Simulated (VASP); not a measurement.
# Au (Fm-3m) in VASP: a series of runs

The runs below take Au through single point, relaxation of cell and atoms, with PBE.

Program: VASP 6.6.1. These are calculated values, not measurements. Logs are shortened: lines on timing, memory, paths and dates and some standing lists are left out, and cuts for length are marked.

## Step 1: The cell of the first run

It takes space group Fm-3m (No. 225, cubic). The conventional cell has a = 4.158 Å, b = 4.158 Å, c = 4.158 Å, α = 90.00°, β = 90.00°, γ = 90.00°. Au (site symmetry m-3m) has 12 Au at 2.94 Å within 3.9 Å.

## Step 2: Single point, PBE

Input file INCAR:

```
PREC = Accurate
ENCUT = 520
EDIFF = 1E-7
ISMEAR = 0
SIGMA = 0.1
LREAL = F
LASPH = T
NELM = 60
ALGO = Normal
ISIF = 2
LWAVE = F
LCHARG = F
GGA = PE
NBANDS = 12
```

Input file KPOINTS:

```
Automatic mesh
0
Gamma
  18 18 18
```

Input file POSCAR:

```
Au
1.0
    0.0000000000      2.0790388404      2.0790388404
    2.0790388404      0.0000000000      2.0790388404
    2.0790388404      2.0790388404      0.0000000000
Au
1
Direct
    0.0000000000      0.0000000000      0.0000000000
```

Potentials or basis: VASP PAW PBE potentials, release 64 (Au).

Launch:

```console
> cat potpaw_PBE.64/Au/POTCAR > POTCAR
> mpirun -np 1 vasp_std > vasp.out
```

OUTCAR:

```text
PREC = Accurate
   ENCUT = 520
   EDIFF = 1E-7
   ISMEAR = 0
   LREAL = F
   LASPH = T
   NELM = 60
   ISIF = 2
   GGA = PE

 ion  position               nearest neighbor table
   1  0.000  0.000  0.000-

  LATTYP: Found a face centered cubic cell.
 ALAT       =     4.1580776808

  Lattice vectors:

 A1 = (   0.0000000000,   2.0790388404,   2.0790388404)
 A2 = (   2.0790388404,   0.0000000000,   2.0790388404)
 A3 = (   2.0790388404,   2.0790388404,   0.0000000000)

Analysis of symmetry for initial positions (statically):
=====================================================================
 Subroutine PRICEL returns:
 Original cell was already a primitive cell.

 Routine SETGRP: Setting up the symmetry group for a
 face centered cubic supercell.

 Subroutine GETGRP returns: Found 48 space group operations
[... 9 lines left out ...]

 Routine SETGRP: Setting up the symmetry group for a
 face centered cubic supercell.

 Subroutine GETGRP returns: Found 48 space group operations
[... 11 lines left out ...]
                                     Primitive cell

  volume of cell :      17.9729

  direct lattice vectors                    reciprocal lattice vectors
     0.000000000  2.079038840  2.079038840    -0.240495747  0.240495747  0.240495747
     2.079038840  0.000000000  2.079038840     0.240495747 -0.240495747  0.240495747
     2.079038840  2.079038840  0.000000000     0.240495747  0.240495747 -0.240495747

  length of vectors
     2.940204925  2.940204925  2.940204925     0.416550854  0.416550854  0.416550854

  position of ions in fractional coordinates (direct lattice)
     0.000000000  0.000000000  0.000000000

  ion indices of the primitive-cell ions
   primitive index   ion index
                 1           1

----------------------------------------------------------------------------------------

 KPOINTS: Automatic mesh

Automatic generation of k-mesh.
 Grid dimensions read from file:
 generate k-points for:   18   18   18

 Generating k-lattice:

  Cartesian coordinates                     Fractional coordinates (reciprocal lattice)
    -0.013360875  0.013360875  0.013360875     0.055555556  0.000000000  0.000000000
     0.013360875 -0.013360875  0.013360875     0.000000000  0.055555556  0.000000000
     0.013360875  0.013360875 -0.013360875     0.000000000  0.000000000  0.055555556

  Length of vectors
     0.023141714  0.023141714  0.023141714

  Shift w.r.t. Gamma in fractional coordinates (k-lattice)
     0.000000000  0.000000000  0.000000000

 Subroutine IBZKPT returns following result:
 ===========================================

 Found    195 irreducible k-points:

 Following reciprocal coordinates:
            Coordinates               Weight
  0.000000  0.000000  0.000000      1.000000
  0.055556  0.000000  0.000000      8.000000
  0.111111  0.000000  0.000000      8.000000
  0.166667  0.000000  0.000000      8.000000
  0.222222  0.000000  0.000000      8.000000
  0.277778  0.000000  0.000000      8.000000
[... 16 lines left out ...]
 -0.277778  0.055556  0.000000     24.000000
 -0.222222  0.055556  0.000000     24.000000
 [... further k-points ...]
   k-points           NKPTS =    195   k-points in BZ     NKDIM =    195   number of bands    NBANDS=     12
   number of dos      NEDOS =    301   number of ions     NIONS =      1
   total plane-waves  NPLWV =  13824
   dimension x,y,z NGX =    24 NGY =   24 NGZ =   24
   dimension x,y,z NGXF=    48 NGYF=   48 NGZF=   48
   ions per type =               1
   NGX,Y,Z   is equivalent  to a cutoff of  13.57, 13.57, 13.57 a.u.
   NGXF,Y,Z  is equivalent  to a cutoff of  27.14, 27.14, 27.14 a.u.
 SYSTEM =  unknown system
   PREC   = accura    normal or accurate (medium, high low for compatibility)
   ISTART =      0    job   : 0-new  1-cont  2-samecut
   ICHARG =      2    charge: 1-file 2-atom 10-const
   ISPIN  =      1    spin polarized calculation?
   LNONCOLLINEAR =      F non collinear calculations
   LSORBIT =      F    spin-orbit coupling
   LASPH  =      T    aspherical Exc in radial PAW
   ENCUT  =  520.0 eV  38.22 Ry    6.18 a.u.   5.47  5.47  5.47*2*pi/ulx,y,z
   NELM   =     60;   NELMIN=  2; NELMDL= -5     # of ELM steps
   EDIFF  = 0.1E-06   stopping-criterion for ELM
   LREAL  =      F    real-space projection
   EDIFFG = 0.1E-05   stopping-criterion for IOM
   NSW    =      0    number of steps for IOM
   IBRION =     -1    ionic relax: 0-MD 1-quasi-New 2-CG
   NFREE  =      0    steps in history (QN), initial steepest desc. (CG)
   ISIF   =      2    stress and relaxation
   ISYM   =      2    0-nonsym 1-usesym 2-fastsym
   POTIM  = 0.5000    time-step for ionic-motion
   TEBEG  =    0.0;   TEEND  =   0.0 temperature during run
   PSTRESS=    0.0 pullay stress
   NELECT =      11.0000    total number of electrons
   NUPDOWN=      -1.0000    fix difference up-down
   EMIN   =  10.00;   EMAX   =-10.00  energy-range for DOS
   EFERMI =   0.00;   METHOD = LEGACY
   ISMEAR =     0;   SIGMA  =   0.10  broadening in eV -4-tet -1-fermi 0-gaus
   EFERMI_NEDOS =   21; number of points for ismear=-14 and -15
   IALGO  =     38    algorithm
   IMIX   =      4    mixing-type and parameters
     AMIX     =   0.40;   BMIX     =  1.00
     AMIX_MAG =   1.60;   BMIX_MAG =  1.00
  volume/ion in A,a.u.               =      17.97       121.29
  Fermi-wavevector in a.u.,A,eV,Ry     =   1.389952  2.626628 26.285999  1.931966
  Thomas-Fermi vector in A             =   2.513934
   LORBIT       =      0    0 simple, 1 ext, 2 COOP (PROOUT), +10 PAW based schemes
   GGA     = PE    functional components
   LHFCALC =     F    Hartree Fock is set to
   AEXX    =    0.0000 exact exchange contribution
   IVDW    =     0    specifies the selected vdW correction
   LEPSILON=     F    determine dielectric tensor
   LRPA    =     F    only Hartree local field effects (RPA)
 non-spin polarized calculation
 Gauss-broadening in eV      SIGMA  =   0.10
  energy-cutoff  :      520.00
  volume of cell :       17.97
 maximum number of plane-waves:       531
 NGX is ok and might be reduce to    24
   NGX = 11   NGY = 11   NGZ = 11

 number of electron      11.0000001 magnetization

 Free energy of the ion-electron system (eV)
  ---------------------------------------------------
  ext. energy  EPLUGINS =         0.00000000
  ---------------------------------------------------
  free energy    TOTEN  =        -3.22236194 eV

  energy without entropy =       -3.22109556  energy(sigma->0) =       -3.22172875

 E-fermi :   8.5641     XC(G=0): -12.4000

 val. band max:        8.5488147681   @ k =   0.5000   0.2778   0.1111
 cond. band min:       8.5931197384   @ k =   0.5000   0.1667   0.0556
 fundamental gap:      0.0443049703
 Fermi energy:         8.5641355590

 k-point     1 :       0.0000    0.0000    0.0000
  band No.  band energies     occupation
      1      -0.6937      2.00000
      2       4.1956      2.00000
      3       4.1956      2.00000
      4       4.1956      2.00000
      5       5.5739      2.00000
      6       5.5739      2.00000
      7      23.1936      0.00000
      8      26.8867      0.00000
      9      26.8867      0.00000
     10      26.8867      0.00000
     11      31.6253      0.00000
     12      35.7050      0.00000

 k-point     2 :       0.0556    0.0000    0.0000
  band No.  band energies     occupation
      1      -0.5909      2.00000
      2       4.1639      2.00000
      3       4.2301      2.00000
      4       4.2301      2.00000
      5       5.5588      2.00000
      6       5.5588      2.00000
      7      23.3056      0.00000
      8      26.1694      0.00000
      9      26.9984      0.00000
     10      26.9984      0.00000
     11      32.1866      0.00000
     12      34.4655      0.00000

 k-point     3 :       0.1111    0.0000    0.0000
  band No.  band energies     occupation
      1      -0.2901      2.00000
      2       4.0835      2.00000
      3       4.3200      2.00000
      4       4.3200      2.00000
      5       5.5282      2.00000
      6       5.5282      2.00000
      7      23.5172      0.00000
      8      24.7179      0.00000
      9      27.3091      0.00000
     10      27.3091      0.00000
     11      31.7518      0.00000
     12      33.8571      0.00000

 k-point     4 :       0.1667    0.0000    0.0000
  band No.  band energies     occupation
      1       0.1797      2.00000
      2       4.0017      2.00000
      3       4.4205      2.00000
      4       4.4205      2.00000
      5       5.5299      2.00000
      6       5.5299      2.00000
      7      22.5069      0.00000
      8      24.2091      0.00000
      9      27.7275      0.00000
     10      27.7275      0.00000
     11      30.4506      0.00000
     12      32.5192      0.00000

 k-point     5 :       0.2222    0.0000    0.0000
  band No.  band energies     occupation
      1       0.7500      2.00000
      2       4.0091      2.00000
      3       4.4639      2.00000
      4       4.4639      2.00000
      5       5.6316      2.00000
      6       5.6316      2.00000
      7      20.5032      0.00000
      8      24.2596      0.00000
      9      28.0034      0.00000
     10      28.0034      0.00000
     11      29.8688      0.00000
     12      31.4572      0.00000
[... 228 lines left out ...]
      1       1.8361      2.00000
      2       4.1919      2.00000
      3       4.2687      2.00000
      4       5.8202      2.00000
      5       6.3644      2.00000
      6       7.1793      2.00000
      7      13.4999      0.00000
      8      22.9438      0.00000
      9      24.9301      0.00000
     10      26.1741      0.00000
     11      31.9864      0.00000
     12      32.5218      0.00000

 k-point    22 :      -0.3333    0.0556    0.0000
  band No.  band energies     occupation
      1       1.7589      2.00000
      2       4.2774      2.00000
      3       4.3484      2.00000
      4       5.0228      2.00000
      5       6.0683      2.00000
      6       6.6194      2.00000
      7      15.5171      0.00000
      8      23.3060      0.00000
      9      25.3857      0.00000
     10      27.2287      0.00000
     11      30.9473      0.00000
     12      31.9404      0.00000

 k-point    23 :      -0.2778    0.0556    0.0000
  band No.  band energies     occupation
      1       1.5069      2.00000
      2       4.2540      2.00000
      3       4.4437      2.00000
      4       4.4470      2.00000
      5       5.7527      2.00000
      6       6.2386      2.00000
      7      17.6713      0.00000
      8      23.7474      0.00000
      9      26.0242      0.00000
     10      28.5026      0.00000
     11      29.8155      0.00000
     12      31.1875      0.00000

 k-point    24 :      -0.2222    0.0556    0.0000
  band No.  band energies     occupation
      1       1.0271      2.00000
      2       3.9666      2.00000
      3       4.4786      2.00000
      4       4.5107      2.00000
      5       5.4948      2.00000
      6       5.9329      2.00000
      7      19.8456      0.00000
      8      24.1035      0.00000
      9      26.6301      0.00000
     10      29.0675      0.00000
     11      29.3850      0.00000
     12      30.9393      0.00000

 [... further k-points ...]

------------------------ aborting loop because EDIFF is reached ----------------------------------------

  FORCE on cell =-STRESS in cart. coord.  units (eV):
  Direction    XX          YY          ZZ          XY          YZ          ZX
  --------------------------------------------------------------------------------------
  -------------------------------------------------------------------------------------
  Total       -0.0291294     -0.0291294     -0.0291294      0.0000000      0.0000000     -0.0000000
  in kB       -2.5967109     -2.5967109     -2.5967109      0.0000000      0.0000000     -0.0000000
  external PRESSURE =      -2.5967109 kB  Pullay stress =       0.0000000 kB

 VOLUME and BASIS-vectors are now :
 -----------------------------------------------------------------------------
  energy-cutoff  :      520.00
  volume of cell :       17.97
      direct lattice vectors                 reciprocal lattice vectors
     0.000000000  2.079038840  2.079038840    -0.240495747  0.240495747  0.240495747
     2.079038840  0.000000000  2.079038840     0.240495747 -0.240495747  0.240495747
     2.079038840  2.079038840  0.000000000     0.240495747  0.240495747 -0.240495747

 POSITION                                       TOTAL-FORCE (eV/Angst)
 -----------------------------------------------------------------------------------
      0.00000      0.00000      0.00000         0.000000      0.000000      0.000000
 -----------------------------------------------------------------------------------
    total drift:                               -0.000000      0.000000      0.000000

  FREE ENERGIE OF THE ION-ELECTRON SYSTEM (eV)
  ---------------------------------------------------
  free  energy   TOTEN  =        -3.2223619353 eV

  energy  without entropy=       -3.2210955645  energy(sigma->0) =       -3.22172875
```

Run time: 15 s. Hardware: 1 thread of Intel Xeon Platinum 8488C (Sapphire Rapids), shared host; peak memory 0.17 GiB.

Results:

```yaml
Free_energy: -3.2224 eV
Pressure: -0.3 GPa
```

Levels at points of the mesh, in eV from the Fermi level:
```tsv
k point	band 3	band 4	band 5	band 6	band 7	band 8	band 9	band 10
(0.00, 0.00, 0.00)	-4.37	-4.37	-2.99	-2.99	14.63	18.32	18.32	18.32
(0.50, 0.00, 0.00)	-4.40	-1.90	-1.90	-0.66	2.84	14.07	16.78	16.78
(0.50, 0.50, 0.00)	-1.94	-1.60	-1.60	1.22	5.40	9.90	9.90	16.69
```

Caveat: spin-orbit coupling is left out, which moves the levels of the heavy elements.

## Step 3: Relaxation of cell and atoms, PBE

This run uses another cell than the first one, of 18.07 Å³/atom, 1.005 times its volume.

Input file INCAR:

```
PREC = Accurate
ENCUT = 600
EDIFF = 1E-6
ISMEAR = 0
SIGMA = 0.1
LREAL = False
LASPH = True
NELM = 100
ALGO = Fast
ISIF = 3
LWAVE = False
LCHARG = False
GGA = PE
IBRION = 2
NSW = 100
EDIFFG = -0.005
```

KPOINTS is that of step 2.

Input file POSCAR:

```
Au
1.0
    0.0000000000      2.0826515431      2.0826515431
    2.0826515431      0.0000000000      2.0826515431
    2.0826515431      2.0826515431      0.0000000000
Au
1
Direct
    0.0000000000      0.0000000000      0.0000000000
```

Potentials or basis: VASP PAW PBE potentials, release 64 (Au).

Launch:

```console
> cat potpaw_PBE.64/Au/POTCAR > POTCAR
> mpirun -np 1 vasp_std > vasp.out
```

Wall time 26 s (1 thread of Intel Xeon Platinum 8488C (Sapphire Rapids), shared host); peak memory 0.17 GiB.

Results (log left out):

- Free energy: -3.2223 eV
- Relaxed volume: 17.95 Å³/atom
- Relaxed cell: a = 2.939 Å, b = 2.939 Å, c = 2.939 Å, α = 60.00°, β = 60.00°, γ = 60.00°
- Space group after relaxing (to 0.05 Å): Fm-3m (No. 225)
- Energy gained by relaxing: 0.3 meV/atom
- Ionic steps: 3
- Pressure after relaxing: 0.0 GPa

The path:
```csv
step,energy change (eV),largest force (eV/Å),pressure (GPa),volume (Å³)
1,0.0000,0.0000,-0.80,18.07
2,0.0000,0.0000,0.94,17.83
3,-0.0003,0.0000,0.02,17.95
```

Final structure:
```xyz
1
Lattice="0.0000 2.0781 2.0781 2.0781 0.0000 2.0781 2.0781 2.0781 0.0000" Properties=species:S:1:pos:R:3 pbc="T T T"
Au    0.0000    0.0000    0.0000
```

Levels at points of the mesh, in eV from the Fermi level:
```
           k point  band 2  band 3  band 4  band 5  band 6  band 7  band 8  band 9
(0.00, 0.00, 0.00)   -4.38   -4.38   -4.38   -2.99   -2.99   14.63   18.33   18.33
(0.50, 0.00, 0.00)   -4.41   -4.41   -1.90   -1.90   -0.67    2.85   14.07   16.79
(0.50, 0.50, 0.00)   -6.26   -1.94   -1.61   -1.61    1.21    5.41    9.91    9.91
```

Caveat: spin-orbit coupling is left out, which moves the levels of the heavy elements.

## Step 4: Relaxation of cell and atoms, PBE

This run uses another cell than the first one, of 18.07 Å³/atom, 1.005 times its volume.

INCAR is that of step 3.

KPOINTS is that of step 3.

Input file POSCAR:

```
Au
1.0
    0.0000000000      2.0826515429      2.0826515429
    2.0826515429      0.0000000000      2.0826515429
    2.0826515429      2.0826515429      0.0000000000
Au
1
Direct
    0.0000000000      0.0000000000      0.0000000000
```

Launch:

```console
> cat potpaw_PBE.64/Au/POTCAR > POTCAR
> mpirun -np 1 vasp_std > vasp.out
```

Run time: 37 s. Hardware: 1 thread of Intel Xeon Platinum 8375C at 2.90GHz (Ice Lake), shared host; peak memory 0.17 GiB.

It converged, with:

```yaml
Free_energy: -3.2223 eV
Relaxed_volume: 17.95 Å³/atom
Relaxed_cell: a = 2.939 Å, b = 2.939 Å, c = 2.939 Å, α = 60.00°, β = 60.00°, γ = 60.00°
Space_group_after_relaxing_to_0.05_Å: Fm-3m (No. 225)
Energy_gained_by_relaxing: 0.3 meV/atom
Ionic_steps: 3
Pressure_after_relaxing: 0.0 GPa
```

The path:
```tsv
step	energy change (eV)	largest force (eV/Å)	pressure (GPa)	volume (Å³)
1	0.0000	0.0000	-0.80	18.07
2	0.0000	0.0000	0.94	17.83
3	-0.0003	0.0000	0.02	17.95
```

Final structure:
```cif
data_structure
_symmetry_space_group_name_H-M 'P 1'
_symmetry_Int_Tables_number 1
_cell_length_a 2.9388
_cell_length_b 2.9388
_cell_length_c 2.9388
_cell_angle_alpha 60.000
_cell_angle_beta 60.000
_cell_angle_gamma 60.000
_cell_volume 17.95
loop_
_atom_site_label
_atom_site_type_symbol
_atom_site_fract_x
_atom_site_fract_y
_atom_site_fract_z
_atom_site_occupancy
Au1 Au 0.00000 0.00000 0.00000 1
```

Levels at points of the mesh, in eV from the Fermi level:
```csv
k point,band 2,band 3,band 4,band 5,band 6,band 7,band 8,band 9
"(0.00, 0.00, 0.00)",-4.38,-4.38,-4.38,-2.99,-2.99,14.63,18.33,18.33
"(0.50, 0.00, 0.00)",-4.41,-4.41,-1.90,-1.90,-0.67,2.85,14.07,16.79
"(0.50, 0.50, 0.00)",-6.26,-1.94,-1.61,-1.61,1.21,5.41,9.91,9.91
```

Caveat: spin-orbit coupling is left out, which moves the levels of the heavy elements.

## Step 5: Single point, PBE (volume scaled by 0.98)

Input file INCAR:

```
  PREC = Accurate
  ENCUT = 520
  EDIFF = 1E-6
  ISMEAR = -1
  SIGMA = 0.15
  LREAL = False
  LASPH = True
  NELM = 60
  ALGO = Fast
  ISIF = 2
  LWAVE = False
  LCHARG = False
  GGA = PE
  NBANDS = 12
```

Input file KPOINTS:

```
Automatic mesh
0
Gamma
  20 20 20
```

Input file POSCAR:

```
Au
1.0
    0.0000000000      2.0651995008      2.0651995008
    2.0651995008      0.0000000000      2.0651995008
    2.0651995008      2.0651995008      0.0000000000
Au
1
Direct
    0.0000000000      0.0000000000      0.0000000000
```

Launch:

```console
> cat potpaw_PBE.64/Au/POTCAR > POTCAR
> mpirun -np 1 vasp_std > vasp.out
```

Wall time 30 s (1 thread of Intel Xeon Platinum 8259CL at 2.50GHz (Skylake/Cascade Lake), shared host); peak memory 0.18 GiB.

It converged, with:

```
Free energy : -3.2287 eV
Pressure    : 2.8 GPa
```

Levels at points of the mesh, in eV from the Fermi level:
| k point | band 2 | band 3 | band 4 | band 5 | band 6 | band 7 | band 8 | band 9 | band 10 | band 11 |
| --- | --- | --- | --- | --- | --- | --- | --- | --- | --- | --- |
| (0.00, 0.00, 0.00) | -4.53 | -4.53 | -4.53 | -3.10 | -3.10 | 14.56 | 18.36 | 18.36 | 18.36 | 23.16 |
| (0.50, 0.00, 0.00) | -4.56 | -4.56 | -1.97 | -1.97 | -0.81 | 2.89 | 14.00 | 16.88 | 16.88 | 24.42 |
| (0.50, 0.50, 0.00) | -6.47 | -2.01 | -1.66 | -1.66 | 1.11 | 5.50 | 9.91 | 9.91 | 16.84 | 19.35 |

Caveat: the cell differs from its parent crystal (volume scaled by 0.98); spin-orbit coupling is left out, which moves the levels of the heavy elements.

## Step 6: The runs side by side

```csv
task,cell,k mesh,cutoff (eV),smearing,gap on the mesh (eV),pressure (GPa)
single point,"a = 2.940 Å, angles 60.0°, 1 atom",18 × 18 × 18,520,gaussian 0.1 eV,none,-0.3
relaxation of cell and atoms,"relaxed from a = 2.945 Å, angles 60.0°, 1 atom",18 × 18 × 18,600,gaussian 0.1 eV,none,0.0
single point,"a = 2.921 Å, angles 60.0°, 1 atom",20 × 20 × 20,520,fermi-dirac 0.15 eV,none,2.8
```

Alike in all rows: level PBE; potentials or basis VASP PAW PBE potentials, release 64 (Au); no spin polarisation.

Caveats: spin-orbit coupling is left out, which moves the levels of the heavy elements.

Absolute energies hang on the potentials; compare differences alone.
